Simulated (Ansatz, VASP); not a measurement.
**One calculation of C, two programs**

```
C
1.0
     1.24271    0.71748    3.38883
    -1.24271    0.71748    3.38883
     0.00000   -1.43496    3.38883
C
2
Direct
  0.16094 0.16094 0.16094
  0.83906 0.83906 0.83906
```

Change from the starting cell: mode 4 frozen in at -0.057 Å, equal normal strain along x, y and z +0.0083.

Alike in both runs: task single point; functional PBE; dispersion D3(BJ); k mesh 15 × 15 × 15; occupations gaussian, width 0.05 eV; no spin polarisation.

|  | VASP | Ansatz |
| --- | --- | --- |
| version | VASP 6.6.1 | Ansatz 0.2.0 |
| potentials or method | VASP PAW PBE potentials, release 64 (C), cutoff 520 eV | scalar-relativistic, plane waves, PAW |
| valence electrons in the cell | 8 | 8 |

|  | VASP | Ansatz | Ansatz less VASP |
| --- | --- | --- | --- |
| gap on the k mesh at the Fermi level (eV) | 0.82 | 0.82 | 0.000 |
| least direct gap on the mesh (eV) | 0.82 | 0.82 | 0.000 |
| pressure (GPa) | -7.2 | -7.6 | -0.44 |
| traceless stress, the component that is largest in VASP (GPa) | 4.64 | 5.14 | +0.499 |
| rms of the force components (eV/Å) | 1.098 | 1.103 | +0.0044 |

Atom by atom the forces differ by 0.004 eV/Å (rms over components).
